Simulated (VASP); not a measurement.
Sc2TaO2:

```
Sc Ta O
1.0
     4.74345    0.00000    0.00000
    -2.37173    4.10795    0.00000
     0.00000    0.00000    4.47551
Sc Ta O
2 1 2
Direct
  0.33333 0.66667 0.28208
  0.66667 0.33333 0.28208
  0.00000 0.00000 0.81212
  0.33333 0.66667 0.73579
  0.66667 0.33333 0.73579
```

The cell was built from a structure type or drawn by symmetry, and may not be a known phase.

```yaml
Program: VASP 6.6.1
Task: relaxation of cell and atoms
Functional: PBE
Potentials_or_basis: VASP PAW PBE potentials, release 64 (Sc_sv, Ta_pv, O)
Cutoff: 600 eV
k_mesh: 6 × 6 × 4
Occupations: gaussian, width 0.1 eV
Spin: no spin polarisation
```

At the start: pressure -17.5 GPa; volume 17.44 Å³/atom.

Task: Where does the relaxation end?

Result: Over 15 steps the energy falls by 404.5 meV/atom and the volume is 14.25 Å³/atom (-18.3 %); space group P6mm (No. 183, to 0.1 Å) before, P6/mmm (No. 191, to 0.1 Å).

The path:
```csv
step,energy change (eV),largest force (eV/Å),pressure (GPa),volume (Å³)
1,0.0000,1.0176,-17.55,87.21
2,-0.1093,5.3334,35.50,64.73
3,-1.4292,3.3344,-0.11,74.20
4,-1.4344,3.4582,1.30,73.62
5,-0.5627,6.0367,26.58,66.06
6,-1.8686,0.9364,6.24,70.26
7,-1.8491,0.3244,-7.67,75.06
8,-1.9754,0.6175,-1.13,72.46
9,-1.9755,0.6241,-0.97,72.40
10,-1.9934,0.4682,-0.18,71.96
11,-1.9970,0.4436,0.46,71.63
12,-2.0088,0.3388,0.25,71.54
13,-2.0221,0.0750,-0.10,71.29
14,-2.0221,0.0704,-0.10,71.28
15,-2.0226,0.0065,0.25,71.23
```

Final structure:
```
CELL_PARAMETERS angstrom
4.54694 0.00000 0.00000
-2.27347 3.93777 0.00000
0.00000 0.00000 3.97802
ATOMIC_POSITIONS crystal
Sc 0.33333 0.66667 0.26957
Sc 0.66667 0.33333 0.26957
Ta 0.00000 0.00000 0.76968
O 0.33333 0.66667 0.76951
O 0.66667 0.33333 0.76951
```

Caveat: the volume moved by over 15 % at a fixed basis, so the end points are rough; an odd number of electrons without spin polarisation forces a metal; a magnetic or distorted state may lie lower.
